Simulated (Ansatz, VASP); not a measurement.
SrO: VASP beside Ansatz

The input POSCAR:

```
SrO
1.0
    0.0000000000      2.5663000000      2.5663000000
    2.5663000000      0.0000000000      2.5663000000
    2.5663000000      2.5663000000      0.0000000000
Sr O
1 1
Direct
    0.5000000000      0.5000000000      0.5000000000
    0.0000000000      0.0000000000      0.0000000000
```

INCAR.step1

```
ALGO = Normal
EDIFF = 1E-4
ENCUT = 520
GGA = PE
ISMEAR = 0
LASPH = T
LCHARG = F
LREAL = F
LWAVE = T
NBANDS = 15
NELM = 60
PREC = Accurate
SIGMA = 0.01
```

File INCAR.step2:

```
ALGO = Normal
EDIFF = 1E-7
ENCUT = 520
ISIF = 2
ISMEAR = 0
ISTART = 1
LASPH = T
LCHARG = F
LMIXTAU = T
LREAL = F
LWAVE = F
METAGGA = R2SCAN
NBANDS = 15
NELM = 60
PREC = Accurate
SIGMA = 0.01
```

File KPOINTS:

```
k-points
0
Gamma
  4 4 4
```

Input for Ansatz:

```yaml
crystal:
  lattice:
    - [0.0, 2.5663, 2.5663]
    - [2.5663, 0.0, 2.5663]
    - [2.5663, 2.5663, 0.0]
  atoms:
    - { symbol: Sr, position: [0.5, 0.5, 0.5] }
    - { symbol: O, position: [0.0, 0.0, 0.0] }
basis:
  ecutwfc: 557.833418042754
kpoints:
  mp_grid:
    grid: [4, 4, 4]
hamiltonian:
  xc: r2scan
scf:
  max_iter: 100
  occupations:
    method: fixed
output:
  eigenvalues: true
```

Alike in both runs: task single point; functional r2SCAN; k mesh 4 × 4 × 4; no spin polarisation.

```csv
,VASP,Ansatz
version,VASP 6.6.1,Ansatz 0.2.0
potentials or method,"VASP PAW PBE potentials, release 64 (Sr_sv, O), cutoff 520 eV","plane waves, PAW"
occupations,"gaussian, width 0.01 eV",fixed
valence electrons in the cell,16,16
```

|  | VASP | Ansatz | Ansatz less VASP |
| --- | --- | --- | --- |
| gap on the k mesh at the Fermi level (eV) | 3.73 | 3.79 | +0.054 |

VASP's potentials were made for PBE, not for r2SCAN.

The k mesh is coarse, so the values compare programs but aren't converged.
